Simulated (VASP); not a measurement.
# C (R-3m) in VASP: notebook

The runs below take C through single point, with PBE.

The COD entry that gives the cell may itself be a prediction, so a difference from it is no test against experiment.

All numbers are computed with VASP 6.6.1; they aren't measurements. Logs are shortened: lines on timing, memory, paths and dates and some standing lists are left out, and cuts for length are marked.

## (1) The cell of the first run

Symmetry: R-3m, No. 166, trigonal system. Conventional cell: a = 2.343 Å, b = 2.343 Å, c = 31.101 Å, α = 90.00°, β = 90.00°, γ = 120.00°. C (site symmetry 3m) has 4 C at 1.45 to 1.54 Å within 1.9 Å. C (site symmetry 3m) has 4 C at 1.45 to 1.55 Å within 1.9 Å. Within 1.9 Å of C (site symmetry 3m) lie 4 C at 1.45 to 1.55 Å. C (site symmetry 3m) has 4 C at 1.45 to 1.57 Å within 1.9 Å. C (site symmetry 3m) has 4 C at 1.45 to 1.57 Å within 1.9 Å.

## (2) Single point, PBE (normal strain along x -0.0700, normal strain along y -0.0700)

INCAR

```
ALGO = Normal ; EDIFF = 1E-7
ENCUT = 520 ; GGA = PE
ISIF = 2 ; ISMEAR = 0
LASPH = True ; LCHARG = False
LREAL = False ; LWAVE = False
NBANDS = 31 ; NELM = 80
PREC = Accurate ; SIGMA = 0.05
```

KPOINTS

```
k-points
0
Gamma
  12 12 12
```

POSCAR

```
C
1.0
    1.1715996129      0.6764233519     10.3670139469
   -1.1715996129      0.6764233519     10.3670139469
    0.0000000000     -1.3528467038     10.3670139469
C
10
Direct
    0.0248257000      0.0248257000      0.0248257000
    0.9751743000      0.9751743000      0.9751743000
    0.1086810650      0.1086810650      0.1086810650
    0.8913189350      0.8913189350      0.8913189350
    0.1583663742      0.1583663742      0.1583663742
    0.8416336258      0.8416336258      0.8416336258
    0.3748589682      0.3748589682      0.3748589682
    0.6251410318      0.6251410318      0.6251410318
    0.4253192967      0.4253192967      0.4253192967
    0.5746807033      0.5746807033      0.5746807033
```

Potentials or basis: VASP PAW PBE potentials, release 64 (C).

Command:

```sh
$ cat potpaw_PBE.64/C/POTCAR > POTCAR
$ mpirun -np 1 vasp_std > vasp.out
```

OUTCAR:

```text
EDIFF = 1E-7
   ENCUT = 520
   GGA = PE
   ISIF = 2
   ISMEAR = 0
   LASPH = True
   LREAL = False
   NELM = 80
   PREC = Accurate

 ion  position               nearest neighbor table
   1  0.025  0.025  0.025-   7 1.45   7 1.45   7 1.45   2 1.54
   2  0.975  0.975  0.975-   8 1.45   8 1.45   8 1.45   1 1.54
   3  0.109  0.109  0.109-   9 1.45   9 1.45   9 1.45   5 1.55
   4  0.891  0.891  0.891-  10 1.45  10 1.45  10 1.45   6 1.55
   5  0.158  0.158  0.158-   6 1.45   6 1.45   6 1.45   3 1.55
   6  0.842  0.842  0.842-   5 1.45   5 1.45   5 1.45   4 1.55
   7  0.375  0.375  0.375-   1 1.45   1 1.45   1 1.45   9 1.57
   8  0.625  0.625  0.625-   2 1.45   2 1.45   2 1.45  10 1.57
   9  0.425  0.425  0.425-   3 1.45   3 1.45   3 1.45   7 1.57
  10  0.575  0.575  0.575-   4 1.45   4 1.45   4 1.45   8 1.57

  LATTYP: Found a trigonal (rhomboedric) cell.
 ALAT       =    10.4549113999
 COS(alpha) =     0.9748841592

  Lattice vectors:

 A1 = (   1.1715996129,   0.6764233519,  10.3670139469)
 A2 = (  -1.1715996129,   0.6764233519,  10.3670139469)
 A3 = (   0.0000000000,  -1.3528467038,  10.3670139469)

Analysis of symmetry for initial positions (statically):
=====================================================================
 Subroutine PRICEL returns:
 Original cell was already a primitive cell.

 Routine SETGRP: Setting up the symmetry group for a
 trigonal (rhombohedral) supercell.

 Subroutine GETGRP returns: Found 12 space group operations
 (whereof 12 operations were pure point group operations)
 out of a pool of 12 trial point group operations.

The static configuration has the point symmetry D_3d.

Analysis of symmetry for dynamics (positions and initial velocities):
=====================================================================
 Subroutine PRICEL returns:
 Original cell was already a primitive cell.

 Routine SETGRP: Setting up the symmetry group for a
 trigonal (rhombohedral) supercell.

 Subroutine GETGRP returns: Found 12 space group operations
 (whereof 12 operations were pure point group operations)
 out of a pool of 12 trial point group operations.

The dynamic configuration has the point symmetry D_3d.

 Subroutine INISYM returns: Found 12 space group operations
 (whereof 12 operations are pure point group operations),
 and found     1 'primitive' translations

----------------------------------------------------------------------------------------

                                     Primitive cell

  volume of cell :      49.2950

  direct lattice vectors                    reciprocal lattice vectors
     1.171599613  0.676423352 10.367013947     0.426766956  0.246394017  0.032153264
    -1.171599613  0.676423352 10.367013947    -0.426766956  0.246394017  0.032153264
     0.000000000 -1.352846704 10.367013947     0.000000000 -0.492788033  0.032153264

  length of vectors
    10.454911400 10.454911400 10.454911400     0.493835882  0.493835882  0.493835882

  position of ions in fractional coordinates (direct lattice)
     0.024825700  0.024825700  0.024825700
     0.975174300  0.975174300  0.975174300
     0.108681065  0.108681065  0.108681065
     0.891318935  0.891318935  0.891318935
     0.158366374  0.158366374  0.158366374
     0.841633626  0.841633626  0.841633626
     0.374858968  0.374858968  0.374858968
     0.625141032  0.625141032  0.625141032
     0.425319297  0.425319297  0.425319297
     0.574680703  0.574680703  0.574680703

  ion indices of the primitive-cell ions
   primitive index   ion index
                 1           1
                 2           2
                 3           3
                 4           4
                 5           5
                 6           6
                 7           7
                 8           8
                 9           9
                10          10

----------------------------------------------------------------------------------------

 KPOINTS: k-points

Automatic generation of k-mesh.
 Grid dimensions read from file:
 generate k-points for:   12   12   12

 Generating k-lattice:

  Cartesian coordinates                     Fractional coordinates (reciprocal lattice)
     0.035563913  0.020532835  0.002679439     0.083333333  0.000000000  0.000000000
    -0.035563913  0.020532835  0.002679439     0.000000000  0.083333333  0.000000000
     0.000000000 -0.041065669  0.002679439     0.000000000  0.000000000  0.083333333

  Length of vectors
     0.041152990  0.041152990  0.041152990

  Shift w.r.t. Gamma in fractional coordinates (k-lattice)
     0.000000000  0.000000000  0.000000000

 Subroutine IBZKPT returns following result:
 ===========================================

 Found    189 irreducible k-points:

 Following reciprocal coordinates:
            Coordinates               Weight
  0.000000  0.000000  0.000000      1.000000
  0.083333  0.000000  0.000000      6.000000
  0.166667  0.000000  0.000000      6.000000
  0.250000  0.000000  0.000000      6.000000
  0.333333  0.000000  0.000000      6.000000
  0.416667  0.000000  0.000000      6.000000
[... 16 lines left out ...]
  0.500000  0.166667  0.000000     12.000000
 -0.416667  0.166667 -0.000000     12.000000
 [... further k-points ...]
   k-points           NKPTS =    189   k-points in BZ     NKDIM =    189   number of bands    NBANDS=     31
   number of dos      NEDOS =    301   number of ions     NIONS =     10
   total plane-waves  NPLWV = 512000
   dimension x,y,z NGX =    80 NGY =   80 NGZ =   80
   dimension x,y,z NGXF=   160 NGYF=  160 NGZF=  160
   ions per type =              10
   NGX,Y,Z   is equivalent  to a cutoff of  12.72, 12.72, 12.72 a.u.
   NGXF,Y,Z  is equivalent  to a cutoff of  25.44, 25.44, 25.44 a.u.
 SYSTEM =  unknown system
   PREC   = accura    normal or accurate (medium, high low for compatibility)
   ISTART =      0    job   : 0-new  1-cont  2-samecut
   ICHARG =      2    charge: 1-file 2-atom 10-const
   ISPIN  =      1    spin polarized calculation?
   LNONCOLLINEAR =      F non collinear calculations
   LSORBIT =      F    spin-orbit coupling
   LASPH  =      T    aspherical Exc in radial PAW
   ENCUT  =  520.0 eV  38.22 Ry    6.18 a.u.  19.44 19.44 19.44*2*pi/ulx,y,z
   NELM   =     80;   NELMIN=  2; NELMDL= -5     # of ELM steps
   EDIFF  = 0.1E-06   stopping-criterion for ELM
[... 9 lines left out ...]
   PSTRESS=    0.0 pullay stress
   NELECT =      40.0000    total number of electrons
   NUPDOWN=      -1.0000    fix difference up-down
   EMIN   =  10.00;   EMAX   =-10.00  energy-range for DOS
   EFERMI =   0.00;   METHOD = LEGACY
   ISMEAR =     0;   SIGMA  =   0.05  broadening in eV -4-tet -1-fermi 0-gaus
   EFERMI_NEDOS =   21; number of points for ismear=-14 and -15
   IALGO  =     38    algorithm
   IMIX   =      4    mixing-type and parameters
     AMIX     =   0.40;   BMIX     =  1.00
     AMIX_MAG =   1.60;   BMIX_MAG =  1.00
  volume/ion in A,a.u.               =       4.93        33.27
  Fermi-wavevector in a.u.,A,eV,Ry     =   1.526959  2.885533 31.723376  2.331602
  Thomas-Fermi vector in A             =   2.634921
   LORBIT       =      0    0 simple, 1 ext, 2 COOP (PROOUT), +10 PAW based schemes
   GGA     = PE    functional components
   LHFCALC =     F    Hartree Fock is set to
   AEXX    =    0.0000 exact exchange contribution
   IVDW    =     0    specifies the selected vdW correction
   LEPSILON=     F    determine dielectric tensor
   LRPA    =     F    only Hartree local field effects (RPA)
 non-spin polarized calculation
 Gauss-broadening in eV      SIGMA  =   0.05
  energy-cutoff  :      520.00
  volume of cell :       49.29
 maximum number of plane-waves:      1377
 NGX is ok and might be reduce to    80
   NGX = 39   NGY = 39   NGZ = 39

 number of electron      39.9999996 magnetization

 Free energy of the ion-electron system (eV)
  ---------------------------------------------------
  ext. energy  EPLUGINS =         0.00000000
  ---------------------------------------------------
  free energy    TOTEN  =       -88.17013796 eV

  energy without entropy =      -88.17013796  energy(sigma->0) =      -88.17013796

 E-fermi :  12.2800     XC(G=0): -13.9669

 val. band max:       12.0613994195   @ k =   0.0000   0.0000   0.0000
 cond. band min:      15.8302640258   @ k =   0.0000   0.0000   0.0000
 fundamental gap:      3.7688646062
 Fermi energy:        12.2799731117

 k-point     1 :       0.0000    0.0000    0.0000
  band No.  band energies     occupation
      1     -11.6296      2.00000
      2     -10.5952      2.00000
      3     -10.5068      2.00000
      4      -7.5075      2.00000
      5      -7.4910      2.00000
      6      -1.3657      2.00000
[... 23 lines left out ...]
     30      21.5990      0.00000
     31      21.5996      0.00000

 k-point     2 :       0.0833    0.0000    0.0000
  band No.  band energies     occupation
      1     -11.4309      2.00000
      2     -10.4279      2.00000
      3     -10.2804      2.00000
      4      -7.4146      2.00000
      5      -7.2112      2.00000
      6      -1.3195      2.00000
[... 23 lines left out ...]
     30      21.6617      0.00000
     31      22.0757      0.00000

 k-point     3 :       0.1667    0.0000    0.0000
  band No.  band energies     occupation
      1     -10.8361      2.00000
      2      -9.8906      2.00000
      3      -9.6400      2.00000
      4      -6.9554      2.00000
      5      -6.5574      2.00000
      6      -0.9223      2.00000
[... 23 lines left out ...]
     30      22.2155      0.00000
     31      22.7697      0.00000

 k-point     4 :       0.2500    0.0000    0.0000
  band No.  band energies     occupation
      1      -9.8502      2.00000
      2      -8.9691      2.00000
      3      -8.6107      2.00000
      4      -6.1261      2.00000
      5      -5.5491      2.00000
      6      -0.1791      2.00000
[... 23 lines left out ...]
     30      23.1644      0.00000
     31      23.4914      0.00000

 k-point     5 :       0.3333    0.0000    0.0000
  band No.  band energies     occupation
      1      -8.4837      2.00000
      2      -7.6714      2.00000
      3      -7.2095      2.00000
      4      -4.9394      2.00000
      5      -4.2114      2.00000
      6       0.4707      2.00000
[... 23 lines left out ...]
     30      23.2206      0.00000
     31      24.0877      0.00000
[... 542 lines left out ...]
     30      23.7989      0.00000
     31      24.2751      0.00000

 k-point    22 :       0.4167    0.1667    0.0000
  band No.  band energies     occupation
      1      -7.8811      2.00000
      2      -7.2452      2.00000
      3      -6.4496      2.00000
      4      -4.6768      2.00000
      5      -3.4328      2.00000
      6       0.6048      2.00000
[... 23 lines left out ...]
     30      23.8629      0.00000
     31      24.1395      0.00000

 k-point    23 :       0.5000    0.1667    0.0000
  band No.  band energies     occupation
      1      -6.1743      2.00000
      2      -5.6104      2.00000
      3      -4.7466      2.00000
      4      -3.2049      2.00000
      5      -2.0266      2.00000
      6      -1.4891      2.00000
[... 23 lines left out ...]
     30      23.8531      0.00000
     31      24.3522      0.00000

 k-point    24 :      -0.4167    0.1667   -0.0000
  band No.  band energies     occupation
      1      -4.4876      2.00000
      2      -4.1879      2.00000
      3      -3.7627      2.00000
      4      -3.0473      2.00000
      5      -2.8224      2.00000
      6      -2.3701      2.00000
[... 23 lines left out ...]
     30      23.9545      0.00000
     31      24.0791      0.00000

 [... further k-points ...]
[... 5 lines left out ...]
  --------------------------------------------------------------------------------------
  -------------------------------------------------------------------------------------
  Total       38.5362723     38.5362723      3.0767602      0.0000000      0.0000000      0.0000000
  in kB     1252.4994392   1252.4994393    100.0003410      0.0000000      0.0000000      0.0000000
  external PRESSURE =     868.3330732 kB  Pullay stress =       0.0000000 kB

 VOLUME and BASIS-vectors are now :
 -----------------------------------------------------------------------------
  energy-cutoff  :      520.00
  volume of cell :       49.29
      direct lattice vectors                 reciprocal lattice vectors
     1.171599613  0.676423352 10.367013947     0.426766956  0.246394017  0.032153264
    -1.171599613  0.676423352 10.367013947    -0.426766956  0.246394017  0.032153264
     0.000000000 -1.352846704 10.367013947     0.000000000 -0.492788033  0.032153264

 POSITION                                       TOTAL-FORCE (eV/Angst)
 -----------------------------------------------------------------------------------
      0.00000      0.00000      0.77211         0.000000      0.000000     -0.571238
      0.00000      0.00000     30.32894         0.000000     -0.000000      0.571238
      0.00000      0.00000      3.38009         0.000000      0.000000      0.564812
      0.00000      0.00000     27.72095         0.000000      0.000000     -0.564812
      0.00000      0.00000      4.92536         0.000000     -0.000000     -0.681595
      0.00000      0.00000     26.17568         0.000000     -0.000000      0.681595
      0.00000      0.00000     11.65850         0.000000      0.000000      0.718495
      0.00000      0.00000     19.44254         0.000000     -0.000000     -0.718495
      0.00000      0.00000     13.22787         0.000000      0.000000     -0.722695
      0.00000      0.00000     17.87317         0.000000     -0.000000      0.722695
 -----------------------------------------------------------------------------------
    total drift:                               -0.000000     -0.000000      0.000000

  FREE ENERGIE OF THE ION-ELECTRON SYSTEM (eV)
  ---------------------------------------------------
  free  energy   TOTEN  =       -88.1701379618 eV

  energy  without entropy=      -88.1701379618  energy(sigma->0) =      -88.17013796
```

It took 32 min on 1 thread of Intel Xeon 6975P-C (Granite Rapids), shared host; peak memory 0.94 GiB.

Results:

* Free energy: -88.1701 eV
* Pressure: 86.8 GPa
* Largest force: 0.723 eV/Å
* Band gap on the k mesh: 3.77 eV, direct

Forces in eV/Å, atoms in the order of the input:
```
C    0.000  0.000 -0.571
C    0.000  0.000  0.571
C    0.000  0.000  0.565
C    0.000  0.000 -0.565
C    0.000  0.000 -0.682
C    0.000  0.000  0.682
C    0.000  0.000  0.718
C    0.000  0.000 -0.718
C    0.000  0.000 -0.723
C    0.000  0.000  0.723
```

Stress tensor (GPa, compression positive):
```
125.25   0.00   0.00
  0.00 125.25   0.00
  0.00   0.00  10.00
```

Levels at points of the mesh, in eV from the valence-band top:
```
           k point  band 16  band 17  band 18  band 19  band 20  band 21  band 22  band 23  band 24  band 25
(0.00, 0.00, 0.00)    -1.11    -1.11    -0.55     0.00     0.00     3.77     6.51     6.51     7.79     7.79
(0.50, 0.00, 0.00)    -5.67    -5.02    -4.97    -4.30    -3.69     5.44     5.55     6.06     6.23     7.06
(0.50, 0.50, 0.00)    -5.87    -5.01    -4.83    -4.09    -4.09     4.68     5.96     6.30     6.53     6.85
(0.50, 0.50, 0.50)    -1.89    -0.39    -0.39    -0.34    -0.34     5.86     5.86     6.93     6.93     7.02
```

Caveat: the cell differs from its parent crystal (normal strain along x -0.0700, normal strain along y -0.0700).

## (3) Single point, PBE (normal strain along x -0.0350, normal strain along y -0.0350)

INCAR

```
  ALGO = Normal
  EDIFF = 1E-6
  ENCUT = 520
  GGA = PE
  ISIF = 2
  ISMEAR = 0
  LASPH = True
  LCHARG = False
  LREAL = False
  LWAVE = False
  NBANDS = 31
  NELM = 100
  PREC = Accurate
  SIGMA = 0.05
```

KPOINTS is that of step 2.

Edit POSCAR of step 2 so:

```diff
@@ -2,5 +2,5 @@
 1.0
-    1.1715996129      0.6764233519     10.3670139469
-   -1.1715996129      0.6764233519     10.3670139469
-    0.0000000000     -1.3528467038     10.3670139469
+    1.2156920714      0.7018801447     10.3670139469
+   -1.2156920714      0.7018801447     10.3670139469
+    0.0000000000     -1.4037602894     10.3670139469
 C
```

Potentials or basis: VASP PAW PBE potentials, release 64 (C).

Command:

```sh
$ cat potpaw_PBE.64/C/POTCAR > POTCAR
$ mpirun -np 1 vasp_std > vasp.out
```

Run time: 29 min. Hardware: 1 thread of Intel Xeon 6975P-C (Granite Rapids), shared host; peak memory 0.95 GiB.

Results (log left out):

* Free energy: -90.2315 eV
* Pressure: 36.9 GPa
* Largest force: 0.251 eV/Å
* Band gap on the k mesh: 4.74 eV, direct

Forces on the atoms (eV/Å):
```
C    0.000  0.000 -0.169
C    0.000  0.000  0.169
C    0.000  0.000  0.166
C    0.000  0.000 -0.166
C    0.000  0.000 -0.227
C    0.000  0.000  0.227
C    0.000  0.000  0.249
C    0.000  0.000 -0.249
C    0.000  0.000 -0.251
C    0.000  0.000  0.251
```

Stress tensor (GPa, compression positive):
```
53.17  0.00  0.00
 0.00 53.17  0.00
 0.00  0.00  4.28
```

Levels at points of the mesh, in eV from the valence-band top:
```tsv
k point	band 17	band 18	band 19	band 20	band 21	band 22	band 23	band 24
(0.00, 0.00, 0.00)	-1.20	-0.27	0.00	0.00	4.74	5.91	5.91	7.26
(0.50, 0.00, 0.00)	-4.70	-4.65	-3.87	-3.28	5.44	5.45	5.95	5.99
(0.50, 0.50, 0.00)	-4.54	-4.40	-3.72	-3.71	5.12	5.27	6.05	6.11
(0.50, 0.50, 0.50)	-0.43	-0.43	-0.38	-0.38	6.23	6.25	6.36	6.36
```

Caveat: the cell differs from its parent crystal (normal strain along x -0.0350, normal strain along y -0.0350). A k mesh can miss the band edges.

## (4) Single point, PBE (normal strain along x +0.0350, normal strain along y +0.0350)

INCAR

```
PREC = Accurate
ENCUT = 520
EDIFF = 1E-6
ISMEAR = 0
SIGMA = 0.05
LREAL = False
LASPH = True
NELM = 100
ALGO = Normal
ISIF = 2
LWAVE = False
LCHARG = True
GGA = PE
LELF = True
LVHAR = True
NBANDS = 31
```

KPOINTS

```
regular mesh
0
Gamma
  12 12 12
```

Edit POSCAR of step 3 so:

```diff
@@ -2,5 +2,5 @@
 1.0
-    1.2156920714      0.7018801447     10.3670139469
-   -1.2156920714      0.7018801447     10.3670139469
-    0.0000000000     -1.4037602894     10.3670139469
+    1.3038769885      0.7527937303     10.3670139469
+   -1.3038769885      0.7527937303     10.3670139469
+    0.0000000000     -1.5055874606     10.3670139469
 C
```

Command:

```sh
$ cat potpaw_PBE.64/C/POTCAR > POTCAR
$ mpirun -np 1 vasp_std > vasp.out
```

Wall time 32 min (1 thread of Intel Xeon 6975P-C (Granite Rapids), shared host); peak memory 0.99 GiB.

The run converged. Its results:

```yaml
Free_energy: -90.3726 eV
Pressure: -25.2 GPa
Largest_force: 0.079 eV/Å
Band_gap_on_the_k_mesh: 3.98 eV, indirect (least direct gap 4.81 eV)
```

Forces on the atoms (eV/Å):
```
C    0.000  0.000 -0.006
C    0.000  0.000  0.006
C    0.000  0.000  0.008
C    0.000  0.000 -0.008
C    0.000  0.000  0.057
C    0.000  0.000 -0.057
C    0.000  0.000 -0.077
C    0.000  0.000  0.077
C    0.000  0.000  0.079
C    0.000  0.000 -0.079
```

Stress tensor (GPa, compression positive):
```
-36.90   0.00   0.00
  0.00 -36.90   0.00
  0.00   0.00  -1.77
```

Levels at points of the mesh, in eV from the valence-band top:
| k point | band 18 | band 19 | band 20 | band 21 | band 22 | band 23 |
| --- | --- | --- | --- | --- | --- | --- |
| (0.00, 0.00, 0.00) | -0.22 | 0.00 | 0.00 | 4.81 | 4.81 | 5.95 |
| (0.50, 0.00, 0.00) | -4.15 | -3.28 | -2.60 | 4.22 | 4.25 | 5.97 |
| (0.50, 0.50, 0.00) | -3.83 | -3.11 | -3.10 | 4.00 | 4.89 | 5.02 |
| (0.50, 0.50, 0.50) | -0.51 | -0.46 | -0.46 | 5.32 | 5.32 | 5.43 |

Caveat: the cell differs from its parent crystal (normal strain along x +0.0350, normal strain along y +0.0350).

## (5) The runs side by side

```csv
cell,gap on the mesh (eV),pressure (GPa),largest force (eV/Å)
"a = 10.455 Å, angles 12.9°, 10 atoms",3.77,86.8,0.72
"a = 10.462 Å, angles 13.3°, 10 atoms",4.74,36.9,0.25
"a = 10.476 Å, angles 14.3°, 10 atoms",3.98,-25.2,0.08
```

Alike in all rows: task single point; level PBE; potentials or basis VASP PAW PBE potentials, release 64 (C); no spin polarisation; k mesh 12 × 12 × 12; cutoff (eV) 520; smearing gaussian 0.05 eV.

Total energies depend on the potentials used, so only differences within one code and one set of settings carry meaning.
